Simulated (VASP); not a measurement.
# Al2Ru (I4/mmm) in VASP: a series of runs, part 2 of 2

VASP 6.6.1.

## (3) Single point, PBEsol, collinear spin, ferromagnetic start (11.40 Å³/atom)

This run uses another cell than the first one, of 11.40 Å³/atom.

Contents of INCAR:

```
PREC = Accurate
ENCUT = 520
EDIFF = 1E-7
ISMEAR = 0
SIGMA = 0.15
LREAL = F
LASPH = T
NELM = 150
ALGO = Normal
ISIF = 2
LWAVE = F
LCHARG = F
ISPIN = 2
MAGMOM = 0 0 0.562
LORBIT = 11
NUPDOWN = 0.5625
LMAXMIX = 4
GGA = PS
NBANDS = 21
```

Contents of KPOINTS:

```
Automatic mesh
0
Gamma
  20 20 20
```

Contents of POSCAR:

```
Al2Ru
1.0
   -1.4686176574      1.4686176574      3.9627457876
    1.4686176574     -1.4686176574      3.9627457876
    1.4686176574      1.4686176574     -3.9627457876
Al Ru
2 1
Direct
    0.6590805105      0.6590805105      0.0000000000
    0.3409194895      0.3409194895      0.0000000000
    0.0000000000      0.0000000000      0.0000000000
```

Potentials or basis: VASP PAW PBE potentials, release 64 (Al, Ru_pv).

On the command line:

```sh
> cat potpaw_PBE.64/Al/POTCAR potpaw_PBE.64/Ru_pv/POTCAR > POTCAR
> mpirun -np 1 vasp_std > vasp.out
```

OUTCAR:

```text
PREC = Accurate
   ENCUT = 520
   EDIFF = 1E-7
   ISMEAR = 0
   LREAL = F
   LASPH = T
   NELM = 150
   ISIF = 2
   ISPIN = 2
   LORBIT = 11
   NUPDOWN = 0.5625
   GGA = PS

 ion  position               nearest neighbor table
   1  0.659  0.659  0.000-   3 2.43   3 2.43   3 2.43   3 2.43   2 2.52   2 2.53   2 2.53   2 2.53
                             2 2.53   3 2.70
   2  0.341  0.341  0.000-   3 2.43   3 2.43   3 2.43   3 2.43   1 2.52   1 2.53   1 2.53   1 2.53
                             1 2.53   3 2.70
   3  0.000  0.000  0.000-   1 2.43   1 2.43   1 2.43   2 2.43   1 2.43   2 2.43   2 2.43   2 2.43
                             1 2.70   2 2.70

  LATTYP: Found a body centered tetragonal cell.
 ALAT       =     2.9372353148
 C/A-ratio  =     2.6982828156

  Lattice vectors:

 A1 = (  -1.4686176574,   1.4686176574,   3.9627457876)
 A2 = (   1.4686176574,  -1.4686176574,   3.9627457876)
 A3 = (   1.4686176574,   1.4686176574,  -3.9627457876)

Analysis of symmetry for initial positions (statically):
=====================================================================
 Subroutine PRICEL returns:
 Original cell was already a primitive cell.

 Routine SETGRP: Setting up the symmetry group for a
 body centered tetragonal supercell.

 Subroutine GETGRP returns: Found 16 space group operations
 (whereof 16 operations were pure point group operations)
 out of a pool of 16 trial point group operations.

The static configuration has the point symmetry D_4h.

Analysis of symmetry for dynamics (positions and initial velocities):
=====================================================================
 Subroutine PRICEL returns:
 Original cell was already a primitive cell.

 Routine SETGRP: Setting up the symmetry group for a
 body centered tetragonal supercell.

 Subroutine GETGRP returns: Found 16 space group operations
 (whereof 16 operations were pure point group operations)
 out of a pool of 16 trial point group operations.

The dynamic configuration has the point symmetry D_4h.

Analysis of structural, dynamic, and magnetic symmetry:
=====================================================================
 Subroutine PRICEL returns:
 Original cell was already a primitive cell.

 Routine SETGRP: Setting up the symmetry group for a
 body centered tetragonal supercell.

 Subroutine GETGRP returns: Found 16 space group operations
 (whereof 16 operations were pure point group operations)
 out of a pool of 16 trial point group operations.

The overall configuration has the point symmetry D_4h.

 Subroutine INISYM returns: Found 16 space group operations
 (whereof 16 operations are pure point group operations),
 and found     1 'primitive' translations

----------------------------------------------------------------------------------------

                                     Primitive cell

  volume of cell :      34.1880

  direct lattice vectors                    reciprocal lattice vectors
    -1.468617657  1.468617657  3.962745788     0.000000000  0.340456209  0.126175139
     1.468617657 -1.468617657  3.962745788     0.340456209  0.000000000  0.126175139
     1.468617657  1.468617657 -3.962745788     0.340456209  0.340456209  0.000000000

  length of vectors
     4.474039542  4.474039542  4.474039542     0.363084833  0.363084833  0.481477788

  position of ions in fractional coordinates (direct lattice)
[... 79 lines left out ...]
   ENCUT  =  520.0 eV  38.22 Ry    6.18 a.u.   8.32  8.32  8.32*2*pi/ulx,y,z
   NELM   =    150;   NELMIN=  2; NELMDL= -5     # of ELM steps
   EDIFF  = 0.1E-06   stopping-criterion for ELM
   LREAL  =      F    real-space projection
   EDIFFG = 0.1E-05   stopping-criterion for IOM
   NSW    =      0    number of steps for IOM
   IBRION =     -1    ionic relax: 0-MD 1-quasi-New 2-CG
   NFREE  =      0    steps in history (QN), initial steepest desc. (CG)
   ISIF   =      2    stress and relaxation
   ISYM   =      2    0-nonsym 1-usesym 2-fastsym
   POTIM  = 0.5000    time-step for ionic-motion
   TEBEG  =    0.0;   TEEND  =   0.0 temperature during run
   PSTRESS=    0.0 pullay stress
   NELECT =      20.0000    total number of electrons
   NUPDOWN=       0.5625    fix difference up-down
   EMIN   =  10.00;   EMAX   =-10.00  energy-range for DOS
   EFERMI =   0.00;   METHOD = LEGACY
   ISMEAR =     0;   SIGMA  =   0.15  broadening in eV -4-tet -1-fermi 0-gaus
   EFERMI_NEDOS =   21; number of points for ismear=-14 and -15
   IALGO  =     38    algorithm
   IMIX   =      4    mixing-type and parameters
     AMIX     =   0.40;   BMIX     =  1.00
     AMIX_MAG =   1.60;   BMIX_MAG =  1.00
  volume/ion in A,a.u.               =      11.40        76.90
  Fermi-wavevector in a.u.,A,eV,Ry     =   1.369179  2.587373 25.506181  1.874651
  Thomas-Fermi vector in A             =   2.495077
   LORBIT       =     11    0 simple, 1 ext, 2 COOP (PROOUT), +10 PAW based schemes
   GGA     = PS    functional components
   LHFCALC =     F    Hartree Fock is set to
   AEXX    =    0.0000 exact exchange contribution
   IVDW    =     0    specifies the selected vdW correction
   LEPSILON=     F    determine dielectric tensor
   LRPA    =     F    only Hartree local field effects (RPA)
 spin polarized calculation
 Gauss-broadening in eV      SIGMA  =   0.15
  energy-cutoff  :      520.00
  volume of cell :       34.19
 maximum number of plane-waves:       955
 NGX is ok and might be reduce to    36
   NGX = 17   NGY = 17   NGZ = 17

 number of electron      20.0000000 magnetization       0.5625000

 Free energy of the ion-electron system (eV)
  ---------------------------------------------------
  ext. energy  EPLUGINS =         0.00000000
  ---------------------------------------------------
  free energy    TOTEN  =       -19.13686215 eV

  energy without entropy =      -19.12532797  energy(sigma->0) =      -19.13109506

 E-fermi :  12.3782     XC(G=0): -12.9091

 val. band max:       13.9977445675   @ k =  -0.2000  -0.4500   0.0500
 cond. band min:      12.3790095879   @ k =  -0.3500   0.1000   0.0500
 fundamental gap:     -1.6187349796
 Fermi energy:        13.9991629324

 spin component 1

 k-point     1 :       0.0000    0.0000    0.0000
  band No.  band energies     occupation
      1     -29.4419      1.00000
      2     -29.3811      1.00000
      3     -29.3811      1.00000
      4       0.8910      1.00000
      5       6.6235      1.00000
      6       8.3607      1.00000
[... 565 lines left out ...]
     20      27.6707      0.00000
     21      28.6797      0.00000

 [... further k-points ...]

 spin component 2

 k-point     1 :       0.0000    0.0000    0.0000
  band No.  band energies     occupation
      1     -29.2883      1.00000
      2     -29.1566      1.00000
      3     -29.1566      1.00000
      4       1.0841      1.00000
      5       6.8044      1.00000
      6       8.6351      1.00000
[... 565 lines left out ...]
     20      27.8316      0.00000
     21      28.8869      0.00000

 [... further k-points ...]

------------------------ aborting loop because EDIFF is reached ----------------------------------------

  FORCE on cell =-STRESS in cart. coord.  units (eV):
  Direction    XX          YY          ZZ          XY          YZ          ZX
  --------------------------------------------------------------------------------------
  -------------------------------------------------------------------------------------
  Total       10.9954555     10.9954555     10.4573803      0.0000000      0.0000000      0.0000000
  in kB      515.2881015    515.2881015    490.0718855      0.0000000      0.0000000      0.0000000
  external PRESSURE =     506.8826961 kB  Pullay stress =       0.0000000 kB

 VOLUME and BASIS-vectors are now :
 -----------------------------------------------------------------------------
  energy-cutoff  :      520.00
  volume of cell :       34.19
      direct lattice vectors                 reciprocal lattice vectors
    -1.468617657  1.468617657  3.962745788     0.000000000  0.340456209  0.126175139
     1.468617657 -1.468617657  3.962745788     0.340456209  0.000000000  0.126175139
     1.468617657  1.468617657 -3.962745788     0.340456209  0.340456209  0.000000000

 POSITION                                       TOTAL-FORCE (eV/Angst)
 -----------------------------------------------------------------------------------
      0.00000      0.00000      5.22354         0.000000      0.000000      0.586577
      0.00000      0.00000      2.70195        -0.000000     -0.000000     -0.586577
      0.00000      0.00000      0.00000         0.000000      0.000000     -0.000000
 -----------------------------------------------------------------------------------
    total drift:                                0.000000     -0.000000      0.000000

  FREE ENERGIE OF THE ION-ELECTRON SYSTEM (eV)
  ---------------------------------------------------
  free  energy   TOTEN  =       -19.1368621522 eV

  energy  without entropy=      -19.1253279677  energy(sigma->0) =      -19.13109506

 total charge

# of ion       s       p       d       tot
------------------------------------------
    1        0.426   0.508   0.000   0.933
    2        0.426   0.508   0.000   0.933
    3        0.395   6.377   6.438  13.209
--------------------------------------------------
tot          1.246   7.392   6.438  15.076

 magnetization (x)

# of ion       s       p       d       tot
------------------------------------------
    1        0.010   0.028   0.000   0.038
    2        0.010   0.028   0.000   0.038
    3        0.004   0.031   0.244   0.279
--------------------------------------------------
tot          0.023   0.088   0.244   0.355
```

OSZICAR:

```text
N       E                     dE             d eps       ncg     rms          rms(c)
DAV:   1     0.138826896255E+03    0.13883E+03   -0.99719E+03 54012   0.879E+02
DAV:   2    -0.167171133937E+02   -0.15554E+03   -0.14997E+03 59772   0.267E+02
DAV:   3    -0.199773955449E+02   -0.32603E+01   -0.32379E+01 66748   0.392E+01
DAV:   4    -0.199983478615E+02   -0.20952E-01   -0.20948E-01 61084   0.342E+00
DAV:   5    -0.199986381589E+02   -0.29030E-03   -0.29029E-03 63526   0.403E-01    0.201E+01
DAV:   6    -0.194143573391E+02    0.58428E+00   -0.38690E+00 59824   0.163E+01    0.436E+00
DAV:   7    -0.191902171075E+02    0.22414E+00   -0.77588E-01 59002   0.741E+00    0.486E+00
DAV:   8    -0.191397137293E+02    0.50503E-01   -0.63224E-02 64276   0.205E+00    0.114E+00
DAV:   9    -0.191376848324E+02    0.20289E-02   -0.32454E-03 61250   0.376E-01    0.373E-01
DAV:  10    -0.191369415085E+02    0.74332E-03   -0.44438E-04 60937   0.133E-01    0.188E-01
DAV:  11    -0.191368606762E+02    0.80832E-04   -0.13861E-04 63198   0.785E-02    0.805E-02
DAV:  12    -0.191368625789E+02   -0.19027E-05   -0.13425E-05 61409   0.283E-02    0.303E-02
DAV:  13    -0.191368621004E+02    0.47854E-06   -0.16097E-06 62716   0.909E-03    0.421E-03
DAV:  14    -0.191368621522E+02   -0.51867E-07   -0.16840E-07 48751   0.288E-03
   1 F= -.19136862E+02 E0= -.19131095E+02  d E =-.115342E-01  mag=     0.5625
```

It took 35 min on 1 thread of Oxide Virtual Turin-like, shared host; peak memory 0.74 GiB.

What came out:

```
Free energy                                           : -19.1369 eV
Pressure                                              : 50.7 GPa
Largest force                                         : 0.587 eV/Å
Net moment                                            : 0.56 μB per cell
Site moments                                          : Al +0.04; Ru +0.28 μB
Valence electrons inside the program's atomic spheres : Al 0.93; Ru 13.21
```

Forces on the atoms (eV/Å):
```
Al   0.000  0.000  0.587
Al   0.000  0.000 -0.587
Ru   0.000  0.000  0.000
```

Caveat: the cell stands under pressure; the PAW data sets were made with another functional, which shifts forces and pressure a little; the total moment is fixed, so each spin has its own Fermi level.

## (4) Single point, PBEsol, collinear spin, ferromagnetic start (11.40 Å³/atom)

This run uses another cell than the first one, of 11.40 Å³/atom.

Contents of INCAR:

```
PREC     = Accurate       # precision mode
ENCUT    = 520            # plane-wave cutoff, eV
EDIFF    = 1E-7           # SCF threshold, eV
ISMEAR   = 0              # smearing method
SIGMA    = 0.15           # smearing width, eV
LREAL    = F              # projectors in reciprocal space
LASPH    = T              # aspherical terms in the spheres
NELM     = 150            # most SCF steps
ALGO     = Normal         # electronic algorithm
ISIF     = 2              # what is computed and relaxed
LWAVE    = F              # write WAVECAR
LCHARG   = T              # write CHGCAR
ISPIN    = 2              # spin polarisation
MAGMOM   = 0 0 0.75       # initial moments
LORBIT   = 11             # projections on sites
NUPDOWN  = 0.75           # fixed moment
LMAXMIX  = 4              # l up to which the mixer works
GGA      = PS             # functional
LELF     = T              # ELF
LVHAR    = T            
NBANDS   = 21             # bands
```

KPOINTS is that of step 3.

POSCAR is that of step 3.

On the command line:

```sh
> cat potpaw_PBE.64/Al/POTCAR potpaw_PBE.64/Ru_pv/POTCAR > POTCAR
> mpirun -np 1 vasp_std > vasp.out
```

It took 38 min on 1 thread of Oxide Virtual Turin-like, shared host; peak memory 0.74 GiB.

It converged, with:

```
Free energy                                           : -18.9712 eV
Pressure                                              : 51.6 GPa
Largest force                                         : 0.568 eV/Å
Net moment                                            : 0.75 μB per cell
Site moments                                          : Al +0.05; Ru +0.40 μB
Valence electrons inside the program's atomic spheres : Al 0.93; Ru 13.21
```

Forces in eV/Å, atoms in the order of the input:
```
Al   0.000  0.000  0.568
Al   0.000  0.000 -0.568
Ru   0.000  0.000  0.000
```

Stress tensor (GPa, compression positive):
```
52.86  0.00  0.00
 0.00 52.86  0.00
 0.00  0.00 49.15
```

Caveat: the cell stands under pressure; the PAW data sets were made with another functional, which shifts forces and pressure a little; the total moment is fixed, so each spin has its own Fermi level.

## (5) Single point, PBEsol, collinear spin, ferromagnetic start (11.40 Å³/atom)

This run uses another cell than the first one, of 11.40 Å³/atom.

Contents of INCAR:

```
SYSTEM = Al2Ru
ALGO = Fast
EDIFF = 1E-6
ENCUT = 520
GGA = PS
ISIF = 2
ISMEAR = 0
ISPIN = 2
LASPH = .TRUE.
LCHARG = .FALSE.
LMAXMIX = 4
LORBIT = 11
LREAL = .FALSE.
LWAVE = .FALSE.
MAGMOM = 0 0 1.5
NBANDS = 21
NELM = 150
NUPDOWN = 1.5
PREC = Accurate
SIGMA = 0.15
```

Contents of KPOINTS:

```
k-points
0
G
  20 20 20
  0 0 0
```

POSCAR is that of step 4.

On the command line:

```sh
> cat potpaw_PBE.64/Al/POTCAR potpaw_PBE.64/Ru_pv/POTCAR > POTCAR
> mpirun -np 1 vasp_std > vasp.out
```

It took 41 min on 1 thread of Oxide Virtual Turin-like, shared host; peak memory 0.74 GiB.

The run converged. Its results:

```
Free energy                                           : -18.0444 eV
Pressure                                              : 57.5 GPa
Largest force                                         : 0.659 eV/Å
Net moment                                            : 1.50 μB per cell
Site moments                                          : Al +0.08; Ru +0.89 μB
Valence electrons inside the program's atomic spheres : Al 0.94; Ru 13.21
```

Forces in eV/Å, atoms in the order of the input:
```
Al   0.000  0.000  0.659
Al   0.000  0.000 -0.659
Ru   0.000  0.000  0.000
```

Stress tensor (GPa, compression positive):
```
59.76  0.00  0.00
 0.00 59.76  0.00
 0.00  0.00 52.92
```

Caveat: the cell stands under pressure; the PAW data sets were made with another functional, which shifts forces and pressure a little; the total moment is fixed, so each spin has its own Fermi level.

## (6) Overview

```tsv
fixed moment (μB)	cell	pressure (GPa)	moment (μB)	largest force (eV/Å)
1.125	a = 4.619 Å, angles 141.7, 141.7, 55.3°, 3 atoms	23.6	1.12	0.10
0.5625	a = 4.474 Å, angles 141.7, 141.7, 55.3°, 3 atoms	50.7	0.56	0.59
0.75	a = 4.474 Å, angles 141.7, 141.7, 55.3°, 3 atoms	51.6	0.75	0.57
1.5	a = 4.474 Å, angles 141.7, 141.7, 55.3°, 3 atoms	57.5	1.50	0.66
```

Alike in all rows: task single point; level PBEsol; potentials or basis VASP PAW PBE potentials, release 64 (Al, Ru_pv); spin collinear, ferromagnetic start; k mesh 20 × 20 × 20; cutoff (eV) 520; smearing gaussian 0.15 eV.

Caveats: the cell stands under pressure; the PAW data sets were made with another functional, which shifts forces and pressure a little; the total moment is fixed, so each spin has its own Fermi level.

Total energies depend on the potentials used, so only differences within one code and one set of settings carry meaning.
